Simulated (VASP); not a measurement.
# TiO2 in VASP: notebook

The runs below take TiO2 through single point, with RPBE+D3(BJ), PBE, PBE+D3(BJ), PBEsol+D4.

Program: VASP 6.6.1. These are calculated values, not measurements. Logs are shortened: lines on timing, memory, paths and dates and some standing lists are left out, and cuts for length are marked.

### Step 1. The cell of the first run

The structure is monoclinic, space group C2/m (No. 12). Conventional cell: a = 14.144 Å, b = 2.923 Å, c = 4.448 Å, α = 90.00°, β = 90.55°, γ = 90.00°. Within 2.6 Å of Ti (site symmetry 2/m) lie 6 O at 1.93 Å. Within 2.6 Å of Ti (site symmetry m) lie 6 O at 1.93 to 1.96 Å. Within 2.6 Å of O (site symmetry m) lie 3 Ti at 1.93 Å and 1 O at 2.53 Å. O (site symmetry m) has 3 Ti at 1.94 to 1.96 Å and 3 O at 2.56 Å within 2.6 Å. Within 2.6 Å of O (site symmetry m) lie 3 Ti at 1.93 Å and 1 O at 2.56 Å.

### Step 2. Single point, RPBE+D3(BJ)

Contents of INCAR:

```
ALGO = Normal
EDIFF = 1E-6
ENCUT = 520
GGA = RP
ISIF = 2
ISMEAR = -1
IVDW = 12
LASPH = True
LCHARG = True
LELF = True
LREAL = False
LVHAR = True
LWAVE = False
NBANDS = 46
NELM = 80
PREC = Accurate
SIGMA = 0.05
```

Contents of KPOINTS:

```
k-points
0
Gamma
  9 6 4
```

Contents of POSCAR:

```
TiO2
1.0
    2.9231857946     -0.0000675493      0.0001119980
    0.0000977914      4.4471896918     -0.0959530169
    1.4613005469      0.0845340380      7.0714256551
Ti O
3 6
Direct
    0.0036646725      0.0003765688      0.0007035871
    0.3437415163      0.5076096368      0.3205101768
    0.6635516206      0.4931425492      0.6808970117
    0.4490029571      0.2275570739      0.1100000085
    0.7849603552      0.2845751923      0.4380865786
    0.1120652024      0.2622714130      0.7838642287
    0.8952260099      0.7384813274      0.2175434342
    0.2223423684      0.7161770616      0.5633205876
    0.5582962876      0.7731961870      0.8914073769
```

Potentials or basis: VASP PAW PBE potentials, release 64 (Ti_sv, O).

Launch:

```
> cat potpaw_PBE.64/Ti_sv/POTCAR potpaw_PBE.64/O/POTCAR > POTCAR
> mpirun -np 1 vasp_std > vasp.out
```

OUTCAR:

```text
EDIFF = 1E-6
   ENCUT = 520
   GGA = RP
   ISIF = 2
   ISMEAR = -1
   IVDW = 12
   LASPH = True
   LREAL = False
   NELM = 80
   PREC = Accurate
 IVDW          = 12

 ion  position               nearest neighbor table
   1  0.004  0.000  0.001-   9 1.93   4 1.93   9 1.93   4 1.93   6 1.93   7 1.93
   2  0.344  0.508  0.321-   4 1.93   7 1.93   7 1.93   8 1.94   5 1.96   5 1.96
   3  0.664  0.493  0.681-   9 1.93   6 1.93   6 1.93   5 1.94   8 1.96   8 1.96
   4  0.449  0.228  0.110-   2 1.93   1 1.93   1 1.93
   5  0.785  0.285  0.438-   3 1.94   2 1.96   2 1.96
   6  0.112  0.262  0.784-   3 1.93   3 1.93   1 1.93
   7  0.895  0.738  0.218-   2 1.93   2 1.93   1 1.93
   8  0.222  0.716  0.563-   2 1.94   3 1.96   3 1.96
   9  0.558  0.773  0.891-   3 1.93   1 1.93   1 1.93

  LATTYP: Found a base centered monoclinic cell.
 ALAT       =    14.1437506502
 B/A-ratio  =     0.2066768476
 C/A-ratio  =     0.3145010704
 COS(beta)  =    -0.0096139931

  Lattice vectors:

 A1 = (  -1.4618852477,   0.0846015873,   7.0713136571)
 A2 = (   1.4613005469,   0.0845340380,   7.0714256551)
 A3 = (   0.0000977914,   4.4471896918,  -0.0959530169)

Analysis of symmetry for initial positions (statically):
=====================================================================
 Subroutine PRICEL returns:
 Original cell was already a primitive cell.

 Routine SETGRP: Setting up the symmetry group for a
 base centered monoclinic supercell.

 Subroutine GETGRP returns: Found  2 space group operations
 (whereof  1 operations were pure point group operations)
 out of a pool of  4 trial point group operations.

The static configuration has the point symmetry C_1 .
 The point group associated with its full space group is C_2 .

Analysis of symmetry for dynamics (positions and initial velocities):
=====================================================================
 Subroutine PRICEL returns:
 Original cell was already a primitive cell.

 Routine SETGRP: Setting up the symmetry group for a
 base centered monoclinic supercell.

 Subroutine GETGRP returns: Found  2 space group operations
 (whereof  1 operations were pure point group operations)
 out of a pool of  4 trial point group operations.

The dynamic configuration has the point symmetry C_1 .
 The point group associated with its full space group is C_2 .

 Subroutine INISYM returns: Found  2 space group operations
 (whereof  1 operations are pure point group operations),
 and found     1 'primitive' translations

----------------------------------------------------------------------------------------

                                     Primitive cell

  volume of cell :      91.9513

  direct lattice vectors                    reciprocal lattice vectors
     2.923185795 -0.000067549  0.000111998     0.342095194 -0.001532418 -0.070675190
     0.000097791  4.447189692 -0.095953017     0.000005298  0.224803101 -0.002688461
     1.461300547  0.084534038  7.071425655    -0.000005346  0.003050404  0.141378839

  length of vectors
     2.923185798  4.448224718  7.221329939     0.349322849  0.224819176  0.141411743

  position of ions in fractional coordinates (direct lattice)
     0.003664673  0.000376569  0.000703587
     0.343741516  0.507609637  0.320510177
     0.663551621  0.493142549  0.680897012
     0.449002957  0.227557074  0.110000009
     0.784960355  0.284575192  0.438086579
     0.112065202  0.262271413  0.783864229
     0.895226010  0.738481327  0.217543434
     0.222342368  0.716177062  0.563320588
     0.558296288  0.773196187  0.891407377

  ion indices of the primitive-cell ions
   primitive index   ion index
                 1           1
                 2           2
                 3           3
                 4           4
                 5           5
                 6           6
                 7           7
                 8           8
                 9           9

----------------------------------------------------------------------------------------

 KPOINTS: k-points

Automatic generation of k-mesh.
 Grid dimensions read from file:
 generate k-points for:    9    6    4

 Generating k-lattice:

  Cartesian coordinates                     Fractional coordinates (reciprocal lattice)
     0.038010577 -0.000170269 -0.007852799     0.111111111  0.000000000  0.000000000
     0.000000883  0.037467184 -0.000448077     0.000000000  0.166666667  0.000000000
    -0.000001337  0.000762601  0.035344710     0.000000000  0.000000000  0.250000000

  Length of vectors
     0.038813650  0.037469863  0.035352936

  Shift w.r.t. Gamma in fractional coordinates (k-lattice)
     0.000000000  0.000000000  0.000000000

 -----------------------------------------------------------------------------
|                                                                             |
|           W    W    AA    RRRRR   N    N  II  N    N   GGGG   !!!           |
|           W    W   A  A   R    R  NN   N  II  NN   N  G    G  !!!           |
|           W    W  A    A  R    R  N N  N  II  N N  N  G       !!!           |
|           W WW W  AAAAAA  RRRRR   N  N N  II  N  N N  G  GGG   !            |
|           WW  WW  A    A  R   R   N   NN  II  N   NN  G    G                |
|           W    W  A    A  R    R  N    N  II  N    N   GGGG   !!!           |
|                                                                             |
|     Your reciprocal lattice and k-lattice belong to different lattice       |
|     classes:                                                                |
|                                                                             |
|        The reciprocal lattice is base-centered monoclinic,                  |
|        whereas your k-lattice is triclinic.                                 |
|                                                                             |
|     Results are often still useful ...                                      |
|                                                                             |
 -----------------------------------------------------------------------------

 WARNING: IBZKPT: internal override: KBLOWUP is changed to .FALSE.
      ... skipping the blow-up phase ...

 Subroutine IBZKPT returns following result:
 ===========================================

 Found    110 irreducible k-points:

 Following reciprocal coordinates:
            Coordinates               Weight
  0.000000  0.000000  0.000000      1.000000
  0.111111 -0.000000 -0.000000      2.000000
  0.222222 -0.000000 -0.000000      2.000000
  0.333333 -0.000000  0.000000      2.000000
  0.444444 -0.000000 -0.000000      2.000000
  0.000000  0.166667  0.000000      2.000000
[... 16 lines left out ...]
 -0.111111  0.333333  0.000000      2.000000
  0.000000  0.500000  0.000000      1.000000
 [... further k-points ...]
   k-points           NKPTS =    110   k-points in BZ     NKDIM =    110   number of bands    NBANDS=     46
   number of dos      NEDOS =    301   number of ions     NIONS =      9
   total plane-waves  NPLWV =  46656
   dimension x,y,z NGX =    24 NGY =   36 NGZ =   54
   dimension x,y,z NGXF=    48 NGYF=   72 NGZF=  108
   ions per type =               3   6
   NGX,Y,Z   is equivalent  to a cutoff of  13.65, 13.45, 12.43 a.u.
   NGXF,Y,Z  is equivalent  to a cutoff of  27.30, 26.91, 24.86 a.u.
 SYSTEM =  unknown system
   PREC   = accura    normal or accurate (medium, high low for compatibility)
   ISTART =      0    job   : 0-new  1-cont  2-samecut
   ICHARG =      2    charge: 1-file 2-atom 10-const
   ISPIN  =      1    spin polarized calculation?
   LNONCOLLINEAR =      F non collinear calculations
   LSORBIT =      F    spin-orbit coupling
   LASPH  =      T    aspherical Exc in radial PAW
   ENCUT  =  520.0 eV  38.22 Ry    6.18 a.u.   5.44  8.27 13.43*2*pi/ulx,y,z
   NELM   =     80;   NELMIN=  2; NELMDL= -5     # of ELM steps
   EDIFF  = 0.1E-05   stopping-criterion for ELM
   LREAL  =      F    real-space projection
   EDIFFG = 0.1E-04   stopping-criterion for IOM
   NSW    =      0    number of steps for IOM
   IBRION =     -1    ionic relax: 0-MD 1-quasi-New 2-CG
   NFREE  =      0    steps in history (QN), initial steepest desc. (CG)
   ISIF   =      2    stress and relaxation
   ISYM   =      2    0-nonsym 1-usesym 2-fastsym
   POTIM  = 0.5000    time-step for ionic-motion
   TEBEG  =    0.0;   TEEND  =   0.0 temperature during run
   PSTRESS=    0.0 pullay stress
   NELECT =      72.0000    total number of electrons
   NUPDOWN=      -1.0000    fix difference up-down
   EMIN   =  10.00;   EMAX   =-10.00  energy-range for DOS
   EFERMI =   0.00;   METHOD = LEGACY
   ISMEAR =    -1;   SIGMA  =   0.05  broadening in eV -4-tet -1-fermi 0-gaus
   EFERMI_NEDOS =   21; number of points for ismear=-14 and -15
   IALGO  =     38    algorithm
   IMIX   =      4    mixing-type and parameters
     AMIX     =   0.40;   BMIX     =  1.00
     AMIX_MAG =   1.60;   BMIX_MAG =  1.00
  volume/ion in A,a.u.               =      10.22        68.95
  Fermi-wavevector in a.u.,A,eV,Ry     =   1.508921  2.851447 30.978315  2.276842
  Thomas-Fermi vector in A             =   2.619311
   LORBIT       =      0    0 simple, 1 ext, 2 COOP (PROOUT), +10 PAW based schemes
   GGA     = RP    functional components
   LHFCALC =     F    Hartree Fock is set to
   AEXX    =    0.0000 exact exchange contribution
   IVDW    =    12    specifies the selected vdW correction
   LEPSILON=     F    determine dielectric tensor
   LRPA    =     F    only Hartree local field effects (RPA)
 non-spin polarized calculation
  energy-cutoff  :      520.00
  volume of cell :       91.95
 maximum number of plane-waves:      2497
 NGX is ok and might be reduce to    24
   NGX = 11   NGY = 17   NGZ = 27

 number of electron      72.0000006 magnetization

 Free energy of the ion-electron system (eV)
  ---------------------------------------------------
  ext. energy  EPLUGINS =         0.00000000
  ---------------------------------------------------
  free energy    TOTEN  =       -76.00980239 eV

  energy without entropy =      -76.00980239  energy(sigma->0) =      -76.00980239

 E-fermi :   5.7899     XC(G=0): -11.1873

 val. band max:        4.7189036672   @ k =   0.0000   0.0000   0.2500
 cond. band min:       7.2510916422   @ k =  -0.3333   0.0000   0.2500
 fundamental gap:      2.5321879750
 Fermi energy:         5.7898964443

 k-point     1 :       0.0000    0.0000    0.0000
  band No.  band energies     occupation
      1     -51.8957      2.00000
      2     -51.7699      2.00000
      3     -51.7266      2.00000
      4     -28.1743      2.00000
      5     -28.1406      2.00000
      6     -28.0942      2.00000
[... 38 lines left out ...]
     45       9.6953      0.00000
     46      10.1303      0.00000

 k-point     2 :       0.1111   -0.0000   -0.0000
  band No.  band energies     occupation
      1     -51.8902      2.00000
      2     -51.7633      2.00000
      3     -51.7225      2.00000
      4     -28.1633      2.00000
      5     -28.1243      2.00000
      6     -28.0877      2.00000
[... 38 lines left out ...]
     45       9.6199      0.00000
     46      10.3019      0.00000

 k-point     3 :       0.2222   -0.0000   -0.0000
  band No.  band energies     occupation
      1     -51.8764      2.00000
      2     -51.7461      2.00000
      3     -51.7126      2.00000
      4     -28.1674      2.00000
      5     -28.1052      2.00000
      6     -28.0893      2.00000
[... 1018 lines left out ...]
     45       9.3574      0.00000
     46      10.8866      0.00000

 k-point    24 :       0.0000    0.5000    0.0000
  band No.  band energies     occupation
      1     -51.8951      2.00000
      2     -51.7703      2.00000
      3     -51.7265      2.00000
      4     -28.2222      2.00000
      5     -28.1268      2.00000
      6     -28.0400      2.00000
[... 38 lines left out ...]
     45       9.1706      0.00000
     46      11.1907      0.00000

 [... further k-points ...]

------------------------ aborting loop because EDIFF is reached ----------------------------------------

 Edisp (eV)   -9.63578

 E8    (eV) :    -5.8090

  FORCE on cell =-STRESS in cart. coord.  units (eV):
  Direction    XX          YY          ZZ          XY          YZ          ZX
  --------------------------------------------------------------------------------------
  -------------------------------------------------------------------------------------
  Total       0.49399     0.28877     0.42305    -0.00001    -0.00495     0.00000
  in kB       8.60737     5.03151     7.37139    -0.00009    -0.08629     0.00002
  external pressure =        7.00 kB  Pullay stress =        0.00 kB

 VOLUME and BASIS-vectors are now :
 -----------------------------------------------------------------------------
  energy-cutoff  :      520.00
  volume of cell :       91.95
      direct lattice vectors                 reciprocal lattice vectors
     2.923185795 -0.000067549  0.000111998     0.342095194 -0.001532418 -0.070675190
     0.000097791  4.447189692 -0.095953017     0.000005298  0.224803101 -0.002688461
     1.461300547  0.084534038  7.071425655    -0.000005346  0.003050404  0.141378839

 POSITION                                       TOTAL-FORCE (eV/Angst)
 -----------------------------------------------------------------------------------
      0.01174      0.00173      0.00494        -0.000280      0.000000     -0.000000
      1.47323      2.28451      2.21780        -0.000031      0.002452     -0.028228
      2.93473      2.25061      4.76767        -0.000034     -0.002452      0.028228
      1.47328      1.02126      0.75607         0.000096      0.020350      0.009007
      2.93479      1.30254      3.07068         0.000019     -0.066985     -0.003781
      1.47307      1.23263      5.51788         0.000056     -0.021351      0.007171
      2.93488      3.30250      1.46758         0.000057      0.021351     -0.007171
      1.47320      3.23258      3.91479         0.000021      0.066985      0.003781
      2.93469      3.51387      6.22939         0.000096     -0.020350     -0.009007
 -----------------------------------------------------------------------------------
    total drift:                                0.000246      0.014355     -0.005643

  FREE ENERGIE OF THE ION-ELECTRON SYSTEM (eV)
  ---------------------------------------------------
  free  energy   TOTEN  =       -85.6455868373 eV

  energy  without entropy=      -85.6455868373  energy(sigma->0) =      -85.64558684
```

Wall time 11 min (1 thread of Intel Xeon 8259CL, shared host); peak memory 0.45 GiB.

What came out:

- Free energy: -85.6456 eV
- Pressure: 0.7 GPa
- Largest force: 0.067 eV/Å
- Band gap on the k mesh: 2.53 eV (least direct gap 2.57 eV)
- Dispersion energy per atom: -1.071 eV

Forces on the atoms (eV/Å):
```
Ti   0.000  0.000  0.000
Ti   0.000  0.002 -0.028
Ti   0.000 -0.002  0.028
O    0.000  0.020  0.009
O    0.000 -0.067 -0.004
O    0.000 -0.021  0.007
O    0.000  0.021 -0.007
O    0.000  0.067  0.004
O    0.000 -0.020 -0.009
```

Caveat: the PAW data sets were made with another functional, which shifts forces and pressure a little; an odd mesh through Γ misses points on the zone boundary, where band edges can lie.

### Step 3. Single point, PBE

This run uses another cell than the first one, of 11.00 Å³/atom.

Contents of INCAR:

```
SYSTEM = TiO2
  ALGO = Normal
  EDIFF = 1E-6
  ENCUT = 520
  GGA = PE
  ISIF = 2
  ISMEAR = 0
  LASPH = .TRUE.
  LCHARG = .FALSE.
  LREAL = .FALSE.
  LWAVE = .FALSE.
  NBANDS = 46
  NELM = 100
  PREC = Accurate
  SIGMA = 0.015
```

Contents of KPOINTS:

```
k-points
0
G
  9 6 4
  0 0 0
```

Contents of POSCAR:

```
TiO2
1.0
    2.9682645463      0.0000000000      0.0000000000
    0.0002080834      4.7076067549      0.0000000000
    1.4835696211      0.2423534620      7.0834647979
Ti O
3 6
Direct
    0.0033718700      0.0003888100      0.0007031900
    0.3446402100      0.4802596500      0.3169598700
    0.6617081400      0.5204743600      0.6844963600
    0.4400381600      0.1854376900      0.1285388000
    0.7779263400      0.2977287500      0.4518780700
    0.1012362400      0.3089534200      0.8062432200
    0.9064972100      0.6918369900      0.1951715700
    0.2294071500      0.7030072800      0.5495147300
    0.5680256700      0.8153000600      0.8728271800
```

Potentials or basis: VASP PAW PBE potentials, release 64 (Ti_sv, O).

Launch:

```
> cat potpaw_PBE.64/Ti_sv/POTCAR potpaw_PBE.64/O/POTCAR > POTCAR
> mpirun -np 1 vasp_std > vasp.out
```

Wall time 6.7 min (1 thread of AMD EPYC 7R13 (Zen 3), shared host); peak memory 0.42 GiB.

It converged, with:

| Quantity | Value |
| --- | --- |
| Free energy | -80.2834 eV |
| Pressure | 4.4 GPa |
| Largest force | 0.184 eV/Å |
| Band gap on the k mesh | 2.24 eV (least direct gap 2.30 eV) |

Forces on the atoms (eV/Å):
```
Ti   0.001 -0.002  0.002
Ti   0.005  0.023  0.058
Ti   0.001 -0.020 -0.062
O   -0.001  0.006  0.043
O    0.007 -0.182  0.027
O   -0.003 -0.053  0.001
O   -0.001  0.051 -0.001
O   -0.004  0.181 -0.025
O   -0.005 -0.005 -0.042
```

Stress tensor (GPa, compression positive):
```
 4.14 -0.02  0.01
-0.02  4.56 -0.11
 0.01 -0.11  4.35
```

Levels at points of the mesh, in eV from the valence-band top:
| k point | band 34 | band 35 | band 36 | band 37 | band 38 | band 39 |
| --- | --- | --- | --- | --- | --- | --- |
| (0.00, 0.00, 0.00) | -0.37 | -0.28 | -0.06 | 2.24 | 2.64 | 2.78 |
| (0.00, 0.50, 0.00) | -0.93 | -0.86 | -0.76 | 2.32 | 2.68 | 2.77 |
| (0.00, 0.00, 0.50) | -0.84 | -0.29 | -0.15 | 2.38 | 2.64 | 2.80 |
| (0.00, 0.50, 0.50) | -0.74 | -0.71 | -0.27 | 2.31 | 2.55 | 2.65 |

Caveat: the cell stands under pressure; an odd mesh through Γ misses points on the zone boundary, where band edges can lie.

[end of part 1 of 2]
